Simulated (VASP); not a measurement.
# RhN (F-43m) in VASP: further runs

Runs on RhN. Level: LDA+U. Tasks: single point.

Everything below comes from runs of VASP 6.6.1. Logs are shortened: lines on timing, memory, paths and dates and some standing lists are left out, and cuts for length are marked.

## Step 1: The cell of the first run

Symmetry: F-43m, No. 216, cubic system. The conventional cell has a = 4.862 Å, b = 4.862 Å, c = 4.862 Å, α = 90.00°, β = 90.00°, γ = 90.00°. Rh (site symmetry -43m) has 4 N at 2.11 Å within 2.8 Å. Within 2.8 Å of N (site symmetry -43m) lie 4 Rh at 2.11 Å.

## Step 2: Single point, LDA+U, collinear spin, ferromagnetic start

File INCAR:

```
PREC     = Accurate       # precision mode
ENCUT    = 520            # plane-wave cutoff, eV
EDIFF    = 1E-6           # SCF threshold, eV
ISMEAR   = 0              # smearing method
SIGMA    = 0.05           # smearing width, eV
LREAL    = F              # projectors in reciprocal space
LASPH    = T              # aspherical terms in the spheres
NELM     = 150            # most SCF steps
ALGO     = Normal         # electronic algorithm
ISIF     = 2              # what is computed and relaxed
LWAVE    = F              # write WAVECAR
LCHARG   = T              # write CHGCAR
ISPIN    = 2              # spin polarisation
MAGMOM   = 0.39 0         # initial moments
LORBIT   = 11             # projections on sites
LMAXMIX  = 4              # l up to which the mixer works
LDAU     = T              # DFT+U
LDAUTYPE = 2            
LDAUL    = 2 -1           # shell
LDAUU    = 8 0            # U, eV
LDAUJ    = 0 0          
LDAUPRINT= 1            
LELF     = T              # ELF
LVHAR    = T            
NBANDS   = 21             # bands
```

File KPOINTS:

```
regular mesh
0
Gamma
  7 7 7
```

File POSCAR:

```
RhN
1.0
    0.0000000000      2.4310503900      2.4310503900
    2.4310503900      0.0000000000      2.4310503900
    2.4310503900      2.4310503900      0.0000000000
Rh N
1 1
Direct
    0.0000000000      0.0000000000      0.0000000000
    0.2500000000      0.2500000000      0.2500000000
```

Potentials or basis: VASP PAW LDA potentials, release 64 (Rh_pv, N).

Command:

```console
$ cat potpaw_LDA.64/Rh_pv/POTCAR potpaw_LDA.64/N/POTCAR > POTCAR
$ mpirun -np 1 vasp_std > vasp.out
```

OUTCAR:

```text
PREC = Accurate
   ENCUT = 520
   EDIFF = 1E-6
   ISMEAR = 0
   LREAL = F
   LASPH = T
   NELM = 150
   ISIF = 2
   ISPIN = 2
   LORBIT = 11

 ion  position               nearest neighbor table
   1  0.000  0.000  0.000-   2 2.11   2 2.11   2 2.11   2 2.11
   2  0.250  0.250  0.250-   1 2.11   1 2.11   1 2.11   1 2.11

  LATTYP: Found a face centered cubic cell.
 ALAT       =     4.8621007800

  Lattice vectors:

 A1 = (   0.0000000000,   2.4310503900,   2.4310503900)
 A2 = (   2.4310503900,   0.0000000000,   2.4310503900)
 A3 = (   2.4310503900,   2.4310503900,   0.0000000000)

Analysis of symmetry for initial positions (statically):
=====================================================================
 Subroutine PRICEL returns:
 Original cell was already a primitive cell.

 Routine SETGRP: Setting up the symmetry group for a
 face centered cubic supercell.

 Subroutine GETGRP returns: Found 24 space group operations
 (whereof 24 operations were pure point group operations)
 out of a pool of 48 trial point group operations.

The static configuration has the point symmetry T_d .

Analysis of symmetry for dynamics (positions and initial velocities):
=====================================================================
 Subroutine PRICEL returns:
 Original cell was already a primitive cell.

 Routine SETGRP: Setting up the symmetry group for a
 face centered cubic supercell.

 Subroutine GETGRP returns: Found 24 space group operations
 (whereof 24 operations were pure point group operations)
 out of a pool of 48 trial point group operations.

The dynamic configuration has the point symmetry T_d .

Analysis of structural, dynamic, and magnetic symmetry:
=====================================================================
 Subroutine PRICEL returns:
 Original cell was already a primitive cell.

 Routine SETGRP: Setting up the symmetry group for a
 face centered cubic supercell.

 Subroutine GETGRP returns: Found 24 space group operations
 (whereof 24 operations were pure point group operations)
 out of a pool of 48 trial point group operations.

The overall configuration has the point symmetry T_d .

 Subroutine INISYM returns: Found 24 space group operations
 (whereof 24 operations are pure point group operations),
 and found     1 'primitive' translations

----------------------------------------------------------------------------------------

                                     Primitive cell

  volume of cell :      28.7350

  direct lattice vectors                    reciprocal lattice vectors
     0.000000000  2.431050390  2.431050390    -0.205672413  0.205672413  0.205672413
     2.431050390  0.000000000  2.431050390     0.205672413 -0.205672413  0.205672413
     2.431050390  2.431050390  0.000000000     0.205672413  0.205672413 -0.205672413

  length of vectors
     3.438024432  3.438024432  3.438024432     0.356235069  0.356235069  0.356235069

  position of ions in fractional coordinates (direct lattice)
     0.000000000  0.000000000  0.000000000
     0.250000000  0.250000000  0.250000000

  ion indices of the primitive-cell ions
   primitive index   ion index
                 1           1
                 2           2

----------------------------------------------------------------------------------------

 KPOINTS: regular mesh

Automatic generation of k-mesh.
 Grid dimensions read from file:
 generate k-points for:    7    7    7

 Generating k-lattice:

  Cartesian coordinates                     Fractional coordinates (reciprocal lattice)
[... 62 lines left out ...]
   ISYM   =      2    0-nonsym 1-usesym 2-fastsym
   POTIM  = 0.5000    time-step for ionic-motion
   TEBEG  =    0.0;   TEEND  =   0.0 temperature during run
   PSTRESS=    0.0 pullay stress
   NELECT =      20.0000    total number of electrons
   NUPDOWN=      -1.0000    fix difference up-down
   EMIN   =  10.00;   EMAX   =-10.00  energy-range for DOS
   EFERMI =   0.00;   METHOD = LEGACY
   ISMEAR =     0;   SIGMA  =   0.05  broadening in eV -4-tet -1-fermi 0-gaus
   EFERMI_NEDOS =   21; number of points for ismear=-14 and -15
   IALGO  =     38    algorithm
   IMIX   =      4    mixing-type and parameters
     AMIX     =   0.40;   BMIX     =  1.00
     AMIX_MAG =   1.60;   BMIX_MAG =  1.00
  volume/ion in A,a.u.               =      14.37        96.96
  Fermi-wavevector in a.u.,A,eV,Ry     =   1.450822  2.741656 28.638701  2.104885
  Thomas-Fermi vector in A             =   2.568390
   LORBIT       =     11    0 simple, 1 ext, 2 COOP (PROOUT), +10 PAW based schemes
 LDA+U is selected, type is set to LDAUTYPE =  2
   angular momentum for each species LDAUL =     2   -1
   U (eV)           for each species LDAUU =   8.0  0.0
   J (eV)           for each species LDAUJ =   0.0  0.0
   GGA     = CA    functional components
   LHFCALC =     F    Hartree Fock is set to
   AEXX    =    0.0000 exact exchange contribution
   IVDW    =     0    specifies the selected vdW correction
   LEPSILON=     F    determine dielectric tensor
   LRPA    =     F    only Hartree local field effects (RPA)
 spin polarized calculation
 Gauss-broadening in eV      SIGMA  =   0.05
  energy-cutoff  :      520.00
  volume of cell :       28.74
 maximum number of plane-waves:       785
 NGX is ok and might be reduce to    28
   NGX = 13   NGY = 13   NGZ = 13

atom =   1  type =  1  l = 2

 onsite density matrix

spin component  1

  0.8723  0.0000  0.0000  0.0000 -0.0000
  0.0000  0.8723 -0.0000  0.0000  0.0000
  0.0000 -0.0000  0.9227 -0.0000 -0.0000
  0.0000  0.0000 -0.0000  0.8723  0.0000
 -0.0000  0.0000 -0.0000  0.0000  0.9227

spin component  2

  0.2842  0.0000 -0.0000  0.0000  0.0000
  0.0000  0.2842 -0.0000 -0.0000 -0.0000
 -0.0000 -0.0000  0.9253  0.0000  0.0000
  0.0000 -0.0000  0.0000  0.2842 -0.0000
  0.0000 -0.0000  0.0000 -0.0000  0.9253

 occupancies and eigenvectors

  o =  0.2842  v =  0.0000  0.0000  0.0000  0.0000  0.0000  0.0000 -0.9963  0.0000  0.0859  0.0000      0.0000  0.0000  0.0000  0.0000  0.0000  0.0000  0.0000  0.0000  0.0000  0.0000
  o =  0.2842  v =  0.0000  0.0000  0.0000  0.0000  0.0000  0.0000  0.0859 -0.0000  0.9963 -0.0000      0.0000  0.0000  0.0000  0.0000  0.0000  0.0000  0.0000  0.0000  0.0000  0.0000
  o =  0.2842  v =  0.0000  0.0000  0.0000  0.0000  0.0000  1.0000  0.0000  0.0000  0.0000  0.0000      0.0000  0.0000  0.0000  0.0000  0.0000  0.0000  0.0000  0.0000  0.0000  0.0000
  o =  0.8723  v =  1.0000  0.0000  0.0000  0.0000  0.0000  0.0000  0.0000  0.0000  0.0000  0.0000      0.0000  0.0000  0.0000  0.0000  0.0000  0.0000  0.0000  0.0000  0.0000  0.0000
  o =  0.8723  v =  0.0000  0.2751  0.0000 -0.9614 -0.0000  0.0000  0.0000  0.0000  0.0000  0.0000      0.0000  0.0000  0.0000  0.0000  0.0000  0.0000  0.0000  0.0000  0.0000  0.0000
  o =  0.8723  v =  0.0000 -0.9614  0.0000 -0.2751 -0.0000  0.0000  0.0000  0.0000  0.0000  0.0000      0.0000  0.0000  0.0000  0.0000  0.0000  0.0000  0.0000  0.0000  0.0000  0.0000
  o =  0.9227  v =  0.0000  0.0000 -0.9999 -0.0000 -0.0125  0.0000  0.0000  0.0000  0.0000  0.0000      0.0000  0.0000  0.0000  0.0000  0.0000  0.0000  0.0000  0.0000  0.0000  0.0000
  o =  0.9227  v =  0.0000  0.0000  0.0125  0.0000 -0.9999  0.0000  0.0000  0.0000  0.0000  0.0000      0.0000  0.0000  0.0000  0.0000  0.0000  0.0000  0.0000  0.0000  0.0000  0.0000
  o =  0.9253  v =  0.0000  0.0000  0.0000  0.0000  0.0000  0.0000  0.0000  0.7687  0.0000 -0.6396      0.0000  0.0000  0.0000  0.0000  0.0000  0.0000  0.0000  0.0000  0.0000  0.0000
  o =  0.9253  v =  0.0000  0.0000  0.0000  0.0000  0.0000  0.0000  0.0000  0.6396  0.0000  0.7687      0.0000  0.0000  0.0000  0.0000  0.0000  0.0000  0.0000  0.0000  0.0000  0.0000

 number of electron      20.0000003 magnetization       1.6011886

 Free energy of the ion-electron system (eV)
  ---------------------------------------------------
  ext. energy  EPLUGINS =         0.00000000
  ---------------------------------------------------
  free energy    TOTEN  =        -9.13111847 eV

  energy without entropy =       -9.12940801  energy(sigma->0) =       -9.13026324

 E-fermi :   5.6611     XC(G=0): -11.6593

 val. band max:        5.6322031113   @ k =  -0.4286   0.2857   0.0000
 cond. band min:       5.6739628162   @ k =  -0.4286   0.2857   0.0000
 fundamental gap:      0.0417597050
 Fermi energy:         5.6611317398

 spin component 1

 k-point     1 :       0.0000    0.0000    0.0000
  band No.  band energies     occupation
      1     -41.0323      1.00000
      2     -41.0323      1.00000
      3     -41.0323      1.00000
      4      -8.7768      1.00000
      5      -1.7074      1.00000
      6      -1.7074      1.00000
[... 469 lines left out ...]
     20      26.9388      0.00000
     21      27.3527      0.00000
 Fermi energy:         5.6611317398

 spin component 2

 k-point     1 :       0.0000    0.0000    0.0000
  band No.  band energies     occupation
      1     -39.8056      1.00000
      2     -39.8056      1.00000
      3     -39.8056      1.00000
      4      -8.9487      1.00000
      5       1.4086      1.00000
      6       1.4086      1.00000
[... 469 lines left out ...]
     20      27.5256      0.00000
     21      27.5795      0.00000

------------------------ aborting loop because EDIFF is reached ----------------------------------------

  FORCE on cell =-STRESS in cart. coord.  units (eV):
  Direction    XX          YY          ZZ          XY          YZ          ZX
  --------------------------------------------------------------------------------------
  -------------------------------------------------------------------------------------
  Total       -3.4119022     -3.4119022     -3.4119022     -0.0000000      0.0000000     -0.0000000
  in kB     -190.2371267   -190.2371267   -190.2371267     -0.0000000      0.0000000     -0.0000000
  external PRESSURE =    -190.2371267 kB  Pullay stress =       0.0000000 kB

 VOLUME and BASIS-vectors are now :
 -----------------------------------------------------------------------------
  energy-cutoff  :      520.00
  volume of cell :       28.74
      direct lattice vectors                 reciprocal lattice vectors
     0.000000000  2.431050390  2.431050390    -0.205672413  0.205672413  0.205672413
     2.431050390  0.000000000  2.431050390     0.205672413 -0.205672413  0.205672413
     2.431050390  2.431050390  0.000000000     0.205672413  0.205672413 -0.205672413

 POSITION                                       TOTAL-FORCE (eV/Angst)
 -----------------------------------------------------------------------------------
      0.00000      0.00000      0.00000        -0.000000     -0.000000     -0.000000
      1.21553      1.21553      1.21553         0.000000      0.000000      0.000000
 -----------------------------------------------------------------------------------
    total drift:                                0.000000      0.000000      0.000000

  FREE ENERGIE OF THE ION-ELECTRON SYSTEM (eV)
  ---------------------------------------------------
  free  energy   TOTEN  =        -9.1311184724 eV

  energy  without entropy=       -9.1294080100  energy(sigma->0) =       -9.13026324

 total charge

# of ion       s       p       d       tot
------------------------------------------
    1        0.332   6.240   7.117  13.688
    2        1.256   2.254   0.000   3.509
--------------------------------------------------
tot          1.588   8.494   7.117  17.198

 magnetization (x)

# of ion       s       p       d       tot
------------------------------------------
    1        0.024   0.027   1.753   1.804
    2        0.016  -0.201   0.000  -0.185
--------------------------------------------------
tot          0.040  -0.174   1.753   1.619
```

It took 52 s on 1 thread of Intel Xeon 6975P-C, shared host; peak memory 0.16 GiB.

Results:

```
Free energy                                           : -9.1311 eV
Pressure                                              : -19.0 GPa
Net moment                                            : 1.60 μB per cell
Site moments                                          : Rh +1.80; N -0.18 μB
Valence electrons inside the program's atomic spheres : Rh 13.69; N 3.51
```

Levels at points of the mesh, in eV from the Fermi level:
Spin up:
| k point | band 8 | band 9 | band 10 | band 11 | band 12 | band 13 |
| --- | --- | --- | --- | --- | --- | --- |
| (0.00, 0.00, 0.00) | -5.01 | -5.01 | 1.53 | 2.06 | 2.06 | 2.06 |
Spin down:
```tsv
k point	band 6	band 7	band 8	band 9	band 10	band 11	band 12	band 13
(0.00, 0.00, 0.00)	-4.25	-4.14	-4.14	-4.14	1.74	4.52	4.52	4.52
```

Eigenvalues of the final occupation matrices:
```tsv
site	spin	trace	eigenvalues
site 1 d	1	4.46	0.87 0.87 0.87 0.92 0.92
site 1 d	2	2.70	0.28 0.28 0.28 0.93 0.93
```

## Step 3: Single point, LDA+U, non-collinear spin, typed start, spin-orbit coupling

File INCAR:

```
SYSTEM = RhN
PREC = Accurate
ENCUT = 520
EDIFF = 1E-6
ISMEAR = 0
SIGMA = 0.05
LREAL = .False.
LASPH = .True.
NELM = 150
ALGO = Normal
ISIF = 2
LWAVE = .False.
LCHARG = .True.
MAGMOM = -0.165 0.262 0.114 0 0 0
LORBIT = 11
LSORBIT = .True.
GGA_COMPAT = .False.
LORBMOM = .True.
LMAXMIX = 4
LDAU = .True.
LDAUTYPE = 2
LDAUL = 2 -1
LDAUU = 6 0
LDAUJ = 0 0
LDAUPRINT = 1
LVHAR = .True.
NBANDS = 32
```

File KPOINTS:

```
regular mesh
0
Gamma
  7 7 7
  0 0 0
```

POSCAR is that of step 2.

Potentials or basis: VASP PAW LDA potentials, release 64 (Rh_pv, N).

Command:

```console
$ cat potpaw_LDA.64/Rh_pv/POTCAR potpaw_LDA.64/N/POTCAR > POTCAR
$ mpirun -np 1 vasp_ncl > vasp.out
```

OUTCAR:

```text
SYSTEM = RhN
   PREC = Accurate
   ENCUT = 520
   EDIFF = 1E-6
   ISMEAR = 0
   LREAL = .False.
   LASPH = .True.
   NELM = 150
   ISIF = 2
   LORBIT = 11
   LSORBIT = .True.

 ion  position               nearest neighbor table
   1  0.000  0.000  0.000-   2 2.11   2 2.11   2 2.11   2 2.11
   2  0.250  0.250  0.250-   1 2.11   1 2.11   1 2.11   1 2.11

  LATTYP: Found a face centered cubic cell.
 ALAT       =     4.8621007800

  Lattice vectors:

 A1 = (   0.0000000000,   2.4310503900,   2.4310503900)
 A2 = (   2.4310503900,   0.0000000000,   2.4310503900)
 A3 = (   2.4310503900,   2.4310503900,   0.0000000000)

Analysis of symmetry for initial positions (statically):
=====================================================================
 Subroutine PRICEL returns:
 Original cell was already a primitive cell.

 Routine SETGRP: Setting up the symmetry group for a
 face centered cubic supercell.

 Subroutine GETGRP returns: Found 24 space group operations
 (whereof 24 operations were pure point group operations)
 out of a pool of 48 trial point group operations.

[... 1152 lines left out ...]
     0.0000000     0.0000000     0.0000000     0.0000000     0.0000000     0.0000000     0.0000000
     0.0000000     0.0000000     0.0000000     0.0000000     0.0000000     0.0000000     0.0000000
     0.0000000     0.0000000     0.0000000     0.0000000     0.0000000     0.0000000     0.0000000
     0.0000000     0.0000000     0.0000000     0.0000000     0.0000000     0.0000000     0.0000000
     0.0000000     0.0000000     0.0000000     0.0000000     0.0000000     0.0000000     0.0000000
     0.0000000     0.0000000     0.0000000     0.0000000     0.0000000     0.0000000     0.0000000

 Ion:    2  E_soc:      0.0001321
 l=   1
     0.0000000     0.0000160     0.0000062
     0.0000160     0.0000000     0.0000438
     0.0000062     0.0000438     0.0000000
 l=   2
     0.0000000     0.0000000     0.0000000     0.0000000     0.0000000
     0.0000000     0.0000000     0.0000000     0.0000000     0.0000000
     0.0000000     0.0000000     0.0000000     0.0000000     0.0000000
     0.0000000     0.0000000     0.0000000     0.0000000     0.0000000
     0.0000000     0.0000000     0.0000000     0.0000000     0.0000000
 l=   3
     0.0000000     0.0000000     0.0000000     0.0000000     0.0000000     0.0000000     0.0000000
     0.0000000     0.0000000     0.0000000     0.0000000     0.0000000     0.0000000     0.0000000
     0.0000000     0.0000000     0.0000000     0.0000000     0.0000000     0.0000000     0.0000000
     0.0000000     0.0000000     0.0000000     0.0000000     0.0000000     0.0000000     0.0000000
     0.0000000     0.0000000     0.0000000     0.0000000     0.0000000     0.0000000     0.0000000
     0.0000000     0.0000000     0.0000000     0.0000000     0.0000000     0.0000000     0.0000000
     0.0000000     0.0000000     0.0000000     0.0000000     0.0000000     0.0000000     0.0000000

 total charge

# of ion       s       p       d       tot
------------------------------------------
    1        0.319   6.223   7.147  13.689
    2        1.257   2.215   0.000   3.472
--------------------------------------------------
tot          1.576   8.438   7.147  17.161

 magnetization (x)

# of ion       s       p       d       tot
------------------------------------------
    1       -0.005  -0.006  -0.504  -0.516
    2       -0.008   0.062   0.000   0.055
--------------------------------------------------
tot         -0.013   0.056  -0.504  -0.461

 magnetization (y)

# of ion       s       p       d       tot
------------------------------------------
    1        0.009   0.010   0.790   0.808
    2        0.012  -0.098   0.000  -0.086
--------------------------------------------------
tot          0.021  -0.088   0.790   0.722

 magnetization (z)

# of ion       s       p       d       tot
------------------------------------------
    1        0.004   0.005   0.354   0.362
    2        0.005  -0.043   0.000  -0.038
--------------------------------------------------
tot          0.009  -0.039   0.354   0.324
```

OSZICAR:

```text
N       E                     dE             d eps       ncg     rms          rms(c)
DAV:   1     0.211457332339E+03    0.21146E+03   -0.11651E+04 22240   0.130E+03
DAV:   2    -0.331714196279E+01   -0.21477E+03   -0.20651E+03 25088   0.402E+02
DAV:   3    -0.113768075952E+02   -0.80597E+01   -0.79686E+01 25384   0.841E+01
[... 24 lines left out ...]
DAV:  28    -0.107556340532E+02   -0.23383E-04   -0.70521E-05 22352   0.563E-02    0.245E-02
DAV:  29    -0.107556493996E+02   -0.15346E-04   -0.67861E-05 22448   0.641E-02    0.116E-02
DAV:  30    -0.107556511566E+02   -0.17569E-05   -0.22754E-05 23152   0.339E-02    0.844E-03
DAV:  31    -0.107556524944E+02   -0.13378E-05   -0.62806E-06 19464   0.174E-02    0.417E-03
DAV:  32    -0.107556527088E+02   -0.21447E-06   -0.60513E-06 16776   0.168E-02
   1 F= -.10755653E+02 E0= -.10754641E+02  d E =-.202387E-02  mag=    -0.4479     0.7001     0.3158
```

Run time: 33 min. Hardware: 1 thread of Intel Xeon 6975P-C, shared host; peak memory 0.54 GiB.

Results:

```
Free energy                                           : -10.7557 eV
Pressure                                              : -31.7 GPa
Net moment                                            : 0.89 μB per cell
Valence electrons inside the program's atomic spheres : Rh 13.69; N 3.47
```

Moments on the atoms (μB; x, y, z):
```
Rh  -0.52  0.81  0.36
N    0.06 -0.09 -0.04
```
